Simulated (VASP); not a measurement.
# C13O in VASP: notebook

Runs on C13O. Level: PBE. Tasks: single point.

Everything below comes from runs of VASP 6.6.1. Logs are shortened: lines on timing, memory, paths and dates and some standing lists are left out, and cuts for length are marked.

## 1. The cell of the first run

The cell holds a wire or tube with vacuum around it, 14 atoms: a = 4.933 Å, b = 8.522 Å, c = 22.942 Å, α = 90.00°, β = 90.00°, γ = 90.00°.

## 2. Single point, PBE

File INCAR:

```
SYSTEM = C13O
PREC = Accurate
ENCUT = 520
EDIFF = 1E-6
ISMEAR = 0
SIGMA = 0.1
LREAL = .False.
LASPH = .True.
NELM = 60
ALGO = Normal
ISIF = 2
LWAVE = .False.
LCHARG = .False.
LDIPOL = .True.
IDIPOL = 3
DIPOL = 0.5 0.5 0.311
GGA = PE
NBANDS = 42
```

File KPOINTS:

```
Automatic mesh
0
Gamma
  6 3 1
  0 0 0
```

File POSCAR:

```
C13O
1.0
    4.9326910638      0.0000000000      0.0000000000
    0.0000000000      8.5222964206      0.0000000000
    0.0000000000      0.0000000000     22.9416054000
C O
13 1
Direct
    0.0000000000      0.0000000000      0.1743557144
    0.5000000000      0.0000000000      0.1743557144
    0.2500000000      0.0000000000      0.2053898385
    0.7500000000      0.0000000000      0.2053898385
    0.2500000000      0.0000000000      0.2674580867
    0.7500000000      0.0000000000      0.2674580867
    0.0000000000      0.0000000000      0.2977124358
    0.5000000000      0.0000000000      0.2977124358
    0.0000000000      0.0000000000      0.3626190224
    0.5000000000      0.0000000000      0.3626190224
    0.2500000000      0.0000000000      0.3897549994
    0.7500000000      0.0000000000      0.3897549994
    0.1250000000      0.9237294776      0.4804199710
    0.1250000000      1.0762705224      0.4804199710
```

Potentials or basis: VASP PAW PBE potentials, release 64 (C, O).

Started as:

```sh
$ cat potpaw_PBE.64/C/POTCAR potpaw_PBE.64/O/POTCAR > POTCAR
$ mpirun -np 1 vasp_std > vasp.out
```

OUTCAR:

```text
SYSTEM = C13O
   PREC = Accurate
   ENCUT = 520
   EDIFF = 1E-6
   ISMEAR = 0
   LREAL = .False.
   LASPH = .True.
   NELM = 60
   ISIF = 2
   GGA = PE

 ion  position               nearest neighbor table
   1  0.000  0.000  0.174-   3 1.42   4 1.42
   2  0.500  0.000  0.174-   3 1.42   4 1.42
   3  0.250  0.000  0.205-   1 1.42   2 1.42   5 1.42
   4  0.750  0.000  0.205-   1 1.42   2 1.42   6 1.42
   5  0.250  0.000  0.267-   7 1.42   8 1.42   3 1.42
   6  0.750  0.000  0.267-   7 1.42   8 1.42   4 1.42
   7  0.000  0.000  0.298-   5 1.42   6 1.42   9 1.49
   8  0.500  0.000  0.298-   5 1.42   6 1.42  10 1.49
   9  0.000  0.000  0.363-  11 1.38  12 1.38   7 1.49
  10  0.500  0.000  0.363-  11 1.38  12 1.38   8 1.49
  11  0.250  0.000  0.390-   9 1.38  10 1.38
  12  0.750  0.000  0.390-   9 1.38  10 1.38
  13  0.125  0.924  0.480-  14 1.30
  14  0.125  0.076  0.480-  13 1.30

  LATTYP: Found a simple orthorhombic cell.
 ALAT       =     4.9326910638
 B/A-ratio  =     1.7277174488
 C/A-ratio  =     4.6509309225

  Lattice vectors:

 A1 = (   4.9326910638,   0.0000000000,   0.0000000000)
 A2 = (   0.0000000000,   8.5222964206,   0.0000000000)
 A3 = (   0.0000000000,   0.0000000000,  22.9416054000)

Analysis of symmetry for initial positions (statically):
=====================================================================
 Subroutine PRICEL returns:
 Original cell was already a primitive cell.

 Routine SETGRP: Setting up the symmetry group for a
 simple orthorhombic supercell.

 Subroutine GETGRP returns: Found  1 space group operations
 (whereof  1 operations were pure point group operations)
 out of a pool of  8 trial point group operations.

The static configuration has the point symmetry C_1 .

Analysis of symmetry for dynamics (positions and initial velocities):
=====================================================================
 Subroutine PRICEL returns:
 Original cell was already a primitive cell.

 Routine SETGRP: Setting up the symmetry group for a
 simple orthorhombic supercell.

 Subroutine GETGRP returns: Found  1 space group operations
 (whereof  1 operations were pure point group operations)
 out of a pool of  8 trial point group operations.

The dynamic configuration has the point symmetry C_1 .

 Subroutine INISYM returns: Found  1 space group operations
 (whereof  1 operations are pure point group operations),
 and found     1 'primitive' translations

----------------------------------------------------------------------------------------

                                     Primitive cell

  volume of cell :     964.4159

  direct lattice vectors                    reciprocal lattice vectors
     4.932691064  0.000000000  0.000000000     0.202729096  0.000000000  0.000000000
     0.000000000  8.522296421  0.000000000     0.000000000  0.117339265  0.000000000
     0.000000000  0.000000000 22.941605400     0.000000000  0.000000000  0.043588929

  length of vectors
     4.932691064  8.522296421 22.941605400     0.202729096  0.117339265  0.043588929

  position of ions in fractional coordinates (direct lattice)
     0.000000000  0.000000000  0.174355714
     0.500000000  0.000000000  0.174355714
     0.250000000  0.000000000  0.205389838
     0.750000000  0.000000000  0.205389838
     0.250000000  0.000000000  0.267458087
     0.750000000  0.000000000  0.267458087
     0.000000000  0.000000000  0.297712436
     0.500000000  0.000000000  0.297712436
     0.000000000  0.000000000  0.362619022
     0.500000000  0.000000000  0.362619022
     0.250000000  0.000000000  0.389754999
     0.750000000  0.000000000  0.389754999
     0.125000000  0.923729478  0.480419971
     0.125000000  0.076270522  0.480419971

  ion indices of the primitive-cell ions
   primitive index   ion index
                 1           1
                 2           2
                 3           3
                 4           4
                 5           5
                 6           6
                 7           7
                 8           8
                 9           9
                10          10
                11          11
                12          12
                13          13
                14          14

----------------------------------------------------------------------------------------

 KPOINTS: Automatic mesh

Automatic generation of k-mesh.
 Grid dimensions read from file:
 generate k-points for:    6    3    1

 Generating k-lattice:

  Cartesian coordinates                     Fractional coordinates (reciprocal lattice)
     0.033788183  0.000000000  0.000000000     0.166666667  0.000000000  0.000000000
     0.000000000  0.039113088  0.000000000     0.000000000  0.333333333  0.000000000
     0.000000000  0.000000000  0.043588929     0.000000000  0.000000000  1.000000000

  Length of vectors
     0.033788183  0.039113088  0.043588929

  Shift w.r.t. Gamma in fractional coordinates (k-lattice)
     0.000000000  0.000000000  0.000000000

 Subroutine IBZKPT returns following result:
 ===========================================

 Found     10 irreducible k-points:

 Following reciprocal coordinates:
            Coordinates               Weight
  0.000000  0.000000  0.000000      1.000000
  0.166667  0.000000  0.000000      2.000000
  0.333333  0.000000  0.000000      2.000000
  0.500000  0.000000  0.000000      1.000000
  0.000000  0.333333  0.000000      2.000000
  0.166667  0.333333  0.000000      2.000000
  0.166667 -0.333333  0.000000      2.000000
  0.333333  0.333333  0.000000      2.000000
  0.333333 -0.333333  0.000000      2.000000
  0.500000  0.333333  0.000000      2.000000
   k-points           NKPTS =     10   k-points in BZ     NKDIM =     10   number of bands    NBANDS=     42
   number of dos      NEDOS =    301   number of ions     NIONS =     14
   total plane-waves  NPLWV = 460800
   dimension x,y,z NGX =    40 NGY =   64 NGZ =  180
   dimension x,y,z NGXF=    80 NGYF=  128 NGZF=  360
   ions per type =              13   1
   NGX,Y,Z   is equivalent  to a cutoff of  13.48, 12.48, 13.04 a.u.
   NGXF,Y,Z  is equivalent  to a cutoff of  26.96, 24.97, 26.09 a.u.
 SYSTEM =  C13O
   PREC   = accura    normal or accurate (medium, high low for compatibility)
   ISTART =      0    job   : 0-new  1-cont  2-samecut
   ICHARG =      2    charge: 1-file 2-atom 10-const
   ISPIN  =      1    spin polarized calculation?
   LNONCOLLINEAR =      F non collinear calculations
   LSORBIT =      F    spin-orbit coupling
   LASPH  =      T    aspherical Exc in radial PAW
   ENCUT  =  520.0 eV  38.22 Ry    6.18 a.u.   9.17 15.85 42.66*2*pi/ulx,y,z
   NELM   =     60;   NELMIN=  2; NELMDL= -5     # of ELM steps
   EDIFF  = 0.1E-05   stopping-criterion for ELM
   LREAL  =      F    real-space projection
   EDIFFG = 0.1E-04   stopping-criterion for IOM
   NSW    =      0    number of steps for IOM
   IBRION =     -1    ionic relax: 0-MD 1-quasi-New 2-CG
   NFREE  =      0    steps in history (QN), initial steepest desc. (CG)
   ISIF   =      2    stress and relaxation
   ISYM   =      2    0-nonsym 1-usesym 2-fastsym
   POTIM  = 0.5000    time-step for ionic-motion
   TEBEG  =    0.0;   TEEND  =   0.0 temperature during run
   PSTRESS=    0.0 pullay stress
   NELECT =      58.0000    total number of electrons
   NUPDOWN=      -1.0000    fix difference up-down
   EMIN   =  10.00;   EMAX   =-10.00  energy-range for DOS
   EFERMI =   0.00;   METHOD = LEGACY
   ISMEAR =     0;   SIGMA  =   0.10  broadening in eV -4-tet -1-fermi 0-gaus
   EFERMI_NEDOS =   21; number of points for ismear=-14 and -15
   IALGO  =     38    algorithm
   IMIX   =      4    mixing-type and parameters
     AMIX     =   0.40;   BMIX     =  1.00
     AMIX_MAG =   1.60;   BMIX_MAG =  1.00
  volume/ion in A,a.u.               =      68.89       464.87
  Fermi-wavevector in a.u.,A,eV,Ry     =   0.641401  1.212071  5.597365  0.411395
  Thomas-Fermi vector in A             =   1.707728
   LORBIT       =      0    0 simple, 1 ext, 2 COOP (PROOUT), +10 PAW based schemes
   GGA     = PE    functional components
   LHFCALC =     F    Hartree Fock is set to
   AEXX    =    0.0000 exact exchange contribution
   IVDW    =     0    specifies the selected vdW correction
   LEPSILON=     F    determine dielectric tensor
   LRPA    =     F    only Hartree local field effects (RPA)
 non-spin polarized calculation
 Gauss-broadening in eV      SIGMA  =   0.10
  energy-cutoff  :      520.00
  volume of cell :      964.42
 maximum number of plane-waves:     25994
 NGX is ok and might be reduce to    40
   NGX = 19   NGY = 31   NGZ = 85

 dipolmoment           0.000000      0.000000      0.116235 electrons x Angstroem

 number of electron      58.0000006 magnetization

 dipolmoment           0.000000      0.000000     -0.170088 electrons x Angstroem

 Free energy of the ion-electron system (eV)
  ---------------------------------------------------
  ext. energy  EPLUGINS =         0.00000000
  ---------------------------------------------------
  free energy    TOTEN  =      -111.44349364 eV

  energy without entropy =     -111.38101252  energy(sigma->0) =     -111.41225308

 E-fermi :  -4.4889     XC(G=0):  -2.1489

 val. band max:       -4.5221954920   @ k =   0.5000   0.3333   0.0000
 cond. band min:      -4.4632227639   @ k =   0.5000   0.0000   0.0000
 fundamental gap:      0.0589727281
 Fermi energy:        -4.4889183744

 k-point     1 :       0.0000    0.0000    0.0000
  band No.  band energies     occupation
      1     -26.1990      2.00000
      2     -23.2472      2.00000
      3     -21.5911      2.00000
      4     -19.2335      2.00000
      5     -19.0811      2.00000
      6     -19.0476      2.00000
[... 33 lines left out ...]
     40       1.0559      0.00000
     41       1.7451      0.00000

 k-point     2 :       0.1667    0.0000    0.0000
  band No.  band energies     occupation
      1     -26.1985      2.00000
      2     -23.1263      2.00000
      3     -21.4752      2.00000
      4     -20.2807      2.00000
      5     -19.1243      2.00000
      6     -18.7986      2.00000
[... 33 lines left out ...]
     40       1.2205      0.00000
     41       1.8976      0.00000

 k-point     3 :       0.3333    0.0000    0.0000
  band No.  band energies     occupation
      1     -26.1974      2.00000
      2     -22.7645      2.00000
      3     -21.3365      2.00000
      4     -21.1206      2.00000
      5     -19.7522      2.00000
      6     -18.7934      2.00000
[... 33 lines left out ...]
     40       1.7132      0.00000
     41       2.0409      0.00000

 k-point     4 :       0.5000    0.0000    0.0000
  band No.  band energies     occupation
      1     -26.1969      2.00000
      2     -22.2006      2.00000
      3     -22.1266      2.00000
      4     -20.6128      2.00000
      5     -20.4806      2.00000
      6     -18.3061      2.00000
[... 209 lines left out ...]
     40       1.6583      0.00000
     41       1.9155      0.00000

 k-point     9 :       0.3333   -0.3333    0.0000
  band No.  band energies     occupation
      1     -26.1974      2.00000
      2     -22.7645      2.00000
      3     -21.3365      2.00000
      4     -21.1206      2.00000
      5     -19.7522      2.00000
      6     -18.7935      2.00000
[... 33 lines left out ...]
     40       1.6509      0.00000
     41       1.9192      0.00000

 k-point    10 :       0.5000    0.3333    0.0000
  band No.  band energies     occupation
      1     -26.1969      2.00000
      2     -22.2006      2.00000
      3     -22.1266      2.00000
      4     -20.6128      2.00000
      5     -20.4806      2.00000
      6     -18.3061      2.00000
[... 33 lines left out ...]
     40       2.2440      0.00000
     41       2.2639      0.00000
 [bands above 41 left out]

------------------------ aborting loop because EDIFF is reached ----------------------------------------

 vacuum level on the upper side and lower side of the slab       (xc-potential included)        -0.388         0.343

  FORCE on cell =-STRESS in cart. coord.  units (eV):
  Direction    XX          YY          ZZ          XY          YZ          ZX
  --------------------------------------------------------------------------------------
  -------------------------------------------------------------------------------------
  Total        0.3647918    -11.0182216      2.7872216     -0.2855971      1.8109540      0.2474756
  in kB        0.6060260    -18.3044941      4.6303916     -0.4744605      3.0085251      0.4111295
  external PRESSURE =      -4.3560255 kB  Pullay stress =       0.0000000 kB

 VOLUME and BASIS-vectors are now :
 -----------------------------------------------------------------------------
  energy-cutoff  :      520.00
  volume of cell :      964.42
      direct lattice vectors                 reciprocal lattice vectors
     4.932691064  0.000000000  0.000000000     0.202729096  0.000000000  0.000000000
     0.000000000  8.522296421  0.000000000     0.000000000  0.117339265  0.000000000
     0.000000000  0.000000000 22.941605400     0.000000000  0.000000000  0.043588929

 POSITION                                       TOTAL-FORCE (eV/Angst)
 -----------------------------------------------------------------------------------
      0.00000      0.00000      4.00000        -0.125826      0.022741      1.622045
      2.46635      0.00000      4.00000         0.123540     -0.018090      1.558834
      1.23317      0.00000      4.71197         0.031196      0.004469     -3.201056
      3.69952      0.00000      4.71197        -0.042735      0.000079     -2.920546
      1.23317      0.00000      6.13592         0.089486      0.007780      1.267440
      3.69952      0.00000      6.13592        -0.068483     -0.051111      1.403765
      0.00000      0.00000      6.83000         0.118079      0.012536      0.427403
      2.46635      0.00000      6.83000        -0.184193      0.099057      0.173631
      0.00000      0.00000      8.31906        -0.264820      0.280581     -0.142863
      2.46635      0.00000      8.31906         0.421041      0.278753     -0.408607
      1.23317      0.00000      8.94161         0.008746     -1.396734     -0.976061
      3.69952      0.00000      8.94161        -0.203678     -0.350853      0.644741
      0.61659      7.87230     11.02161         0.268566      8.983470     -1.117876
      0.61659      0.65000     11.02161        -0.170916     -7.872678      1.669150
 -----------------------------------------------------------------------------------
    total drift:                               -0.000001     -0.001325      0.000509

  FREE ENERGIE OF THE ION-ELECTRON SYSTEM (eV)
  ---------------------------------------------------
  free  energy   TOTEN  =      -111.4434936373 eV

  energy  without entropy=     -111.3810125237  energy(sigma->0) =     -111.41225308

 vacuum level on the upper side and lower side of the slab         1.044         1.786
```

Run time: 11 min. Hardware: 1 thread of Intel Xeon 6975P-C (Granite Rapids), shared host; peak memory 1 GiB.

Results:

| Quantity | Value |
| --- | --- |
| Free energy | -111.4435 eV |
| Largest force | 9.057 eV/Å |
| Band gap on the k mesh | 0.06 eV |

Forces in eV/Å, atoms in the order of the input:
```
C   -0.126  0.023  1.622
C    0.124 -0.018  1.559
C    0.031  0.004 -3.201
C   -0.043  0.000 -2.921
C    0.089  0.008  1.267
C   -0.068 -0.051  1.404
C    0.118  0.013  0.427
C   -0.184  0.099  0.174
C   -0.265  0.281 -0.143
C    0.421  0.279 -0.409
C    0.009 -1.397 -0.976
C   -0.204 -0.351  0.645
C    0.269  8.983 -1.118
O   -0.171 -7.873  1.669
```

## 3. Single point, PBE

File INCAR:

```
ALGO = Normal
DIPOL = 0.5 0.5 0.317
EDIFF = 1E-7
ENCUT = 520
GGA = PE
IDIPOL = 3
ISIF = 2
ISMEAR = 0
LASPH = T
LCHARG = F
LDIPOL = T
LREAL = F
LWAVE = F
NBANDS = 42
NELM = 100
PREC = Accurate
SIGMA = 0.1
```

File KPOINTS:

```
k-points
0
Gamma
  6 3 1
```

POSCAR, as its differences from that of step 2:

```diff
@@ -20,3 +20,3 @@
     0.7500000000      0.0000000000      0.3897549994
-    0.1250000000      0.9237294776      0.4804199710
-    0.1250000000      1.0762705224      0.4804199710
+    0.1250000000      0.9237294776      0.5205217853
+    0.1250000000      1.0762705224      0.5205217853
```

Potentials or basis: VASP PAW PBE potentials, release 64 (C, O).

Started as:

```sh
$ cat potpaw_PBE.64/C/POTCAR potpaw_PBE.64/O/POTCAR > POTCAR
$ mpirun -np 1 vasp_std > vasp.out
```

It took 11 min on 1 thread of Intel Xeon 6975P-C (Granite Rapids), shared host; peak memory 1 GiB.

The run converged. Its results:

- Free energy: -111.7041 eV
- Largest force: 10.274 eV/Å
- Band gap on the k mesh: 0.08 eV

Forces on the atoms (eV/Å):
```
C    -0.008   0.001   1.697
C     0.008   0.000   1.684
C     0.005   0.000  -3.280
C    -0.006  -0.002  -3.264
C     0.027  -0.001   1.520
C    -0.026  -0.002   1.530
C     0.013   0.006   0.052
C    -0.013   0.008   0.005
C    -0.010   0.029   0.153
C     0.014   0.025  -0.118
C     0.116  -0.114  -0.104
C    -0.103  -0.040   0.089
C     0.010  10.273  -0.148
O    -0.027 -10.183   0.185
```

Levels at points of the mesh, in eV from the valence-band top:
```csv
k point,band 26,band 27,band 28,band 29,band 30,band 31,band 32,band 33
"(0.00, 0.00, 0.00)",-1.94,-0.44,-0.25,-0.23,0.62,0.71,1.04,2.44
"(0.50, 0.00, 0.00)",-1.55,-1.54,-0.02,0.00,0.08,0.10,2.47,2.60
```

## 4. Single point, PBE

File INCAR:

```
SYSTEM = C13O
PREC = Accurate
ENCUT = 520
EDIFF = 1E-6
ISMEAR = 0
SIGMA = 0.1
LREAL = .FALSE.
LASPH = .TRUE.
NELM = 80
ALGO = Normal
ISIF = 2
LWAVE = .FALSE.
LCHARG = .FALSE.
LDIPOL = .TRUE.
IDIPOL = 3
DIPOL = 0.5 0.5 0.321
GGA = PE
NBANDS = 42
```

File KPOINTS:

```
regular mesh
0
G
  6 3 1
  0 0 0
```

POSCAR, as its differences from that of step 3:

```diff
@@ -20,3 +20,3 @@
     0.7500000000      0.0000000000      0.3897549994
-    0.1250000000      0.9237294776      0.5205217853
-    0.1250000000      1.0762705224      0.5205217853
+    0.1250000000      0.9331166188      0.5466751424
+    0.1250000000      1.0668833812      0.5466751424
```

Started as:

```sh
$ cat potpaw_PBE.64/C/POTCAR potpaw_PBE.64/O/POTCAR > POTCAR
$ mpirun -np 1 vasp_std > vasp.out
```

It took 22 min on 1 thread of Intel Xeon 8259CL, shared host; peak memory 1.1 GiB.

It converged, with:

```
Free energy            : -112.6814 eV
Largest force          : 3.306 eV/Å
Band gap on the k mesh : 0.09 eV
```

Forces in eV/Å, atoms in the order of the input:
```
C   -0.001  0.000  1.713
C    0.001  0.000  1.710
C    0.001  0.000 -3.306
C   -0.001  0.000 -3.305
C    0.006  0.000  1.547
C   -0.006  0.000  1.547
C    0.001  0.001  0.009
C   -0.001  0.001  0.001
C   -0.001  0.002  0.053
C    0.001  0.002 -0.009
C    0.026 -0.012  0.016
C   -0.024 -0.005  0.034
C    0.000 -0.365 -0.037
O   -0.003  0.377  0.028
```

Levels at points of the mesh, in eV from the valence-band top:
```
           k point  band 27  band 28  band 29  band 30  band 31  band 32
(0.00, 0.00, 0.00)    -0.40    -0.26    -0.23     0.66     0.70     1.05
(0.50, 0.00, 0.00)    -1.53     0.00     0.00     0.09     0.10     3.08
```

## 5. The runs side by side

| cell | gap on the mesh (eV) | largest force (eV/Å) |
| --- | --- | --- |
| as given, atomic positions A | 0.06 | 9.06 |
| as given, atomic positions B | 0.08 | 10.27 |
| as given, atomic positions C | 0.09 | 3.31 |

Alike in all rows: task single point; level PBE; potentials or basis VASP PAW PBE potentials, release 64 (C, O); no spin polarisation; k mesh 6 × 3 × 1; cutoff (eV) 520; smearing gaussian 0.1 eV.

Total energies depend on the potentials used, so only differences within one code and one set of settings carry meaning.
